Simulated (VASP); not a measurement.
Write the native input for VASP 6.6.1 that does the following.

```
Task                   : single point
Functional             : PBE
Potentials or basis    : VASP PAW PBE potentials, release 64 (Ga_d, P)
Cutoff                 : 500 eV
k mesh                 : 8 × 8 × 8
Occupations            : gaussian, width 0.01 eV
Spin                   : no spin polarisation
Dipole correction      : no
Further INCAR settings : ALGO = Normal; EDIFF = 1e-06; NBANDS = 16
```

The structure of GaP (pbe) lies in POSCAR:

```
GaP
1.0
    0.0000000000      2.7532515429      2.7532515429
    2.7532515429      0.0000000000      2.7532515429
    2.7532515429      2.7532515429      0.0000000000
Ga P
1 1
Direct
    0.0000000000      0.0000000000      0.0000000000
    0.2500000000      0.2500000000      0.2500000000
```

The input as run:

INCAR

```
SYSTEM = GaP
PREC     = Accurate       ! precision mode
ENCUT    = 500            ! plane-wave cutoff, eV
EDIFF    = 1E-6           ! SCF threshold, eV
ISMEAR   = 0              ! smearing method
SIGMA    = 0.01           ! smearing width, eV
LREAL    = .False.        ! projectors in reciprocal space
LASPH    = .True.         ! aspherical terms in the spheres
NELM     = 120            ! most SCF steps
ALGO     = Normal         ! electronic algorithm
ISIF     = 2              ! what is computed and relaxed
LWAVE    = .False.        ! write WAVECAR
LCHARG   = .True.         ! write CHGCAR
GGA      = PE             ! functional
LELF     = .True.         ! ELF
LVHAR    = .True.       
NBANDS   = 16             ! bands
GGA_COMPAT= .False.
```

KPOINTS

```
Automatic mesh
0
Gamma
  8 8 8
  0 0 0
```

Potentials or basis: VASP PAW PBE potentials, release 64 (Ga_d, P).

Command:

```sh
$ cat potpaw_PBE.64/Ga_d/POTCAR potpaw_PBE.64/P/POTCAR > POTCAR
$ mpirun -np 1 vasp_std > vasp.out
```

Results of the run:

- Pressure: -0.1 GPa
- Band gap on the k mesh: 1.57 eV, direct

It took 11 s on 1 thread of AMD EPYC 9R45 96-Core Processor (Zen 5), with other jobs on the host, peak memory 0.13 GiB.
